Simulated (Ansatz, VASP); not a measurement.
# HgS in VASP and in Ansatz

```xyz
2
Lattice="0.0000 2.9575 2.9575 2.9575 0.0000 2.9575 2.9575 2.9575 0.0000" Properties=species:S:1:pos:R:3 pbc="T T T"
Hg    0.0000    0.0000    0.0000
S     4.4362    4.4362    4.4362
```

Alike in both runs: task single point; functional PBEsol; k mesh 8 × 8 × 8; occupations gaussian, width 0.05 eV; no spin polarisation.

|  | VASP | Ansatz |
| --- | --- | --- |
| version | VASP 6.6.1 | Ansatz 0.2.0 |
| potentials or method | VASP PAW PBE potentials, release 64 (Hg, S), cutoff 500 eV | scalar-relativistic, plane waves, PAW |
| valence electrons in the cell | 18 | 26 |

```tsv
	VASP	Ansatz	Ansatz less VASP
gap on the k mesh at the Fermi level (eV)	none	none	-
pressure (GPa)	-0.8	-1.1	-0.34
```

VASP's potentials were made for PBE, not for PBEsol. A gap of «none» marks a metal or a gap that the smearing closes. The functional is the same, so the differences come from potentials, cutoffs and numerics. VASP's potentials hold 18 valence electrons a cell and Ansatz's 26, so a difference there can come from the potentials and not from the codes.

Neither program's run includes spin-orbit coupling.
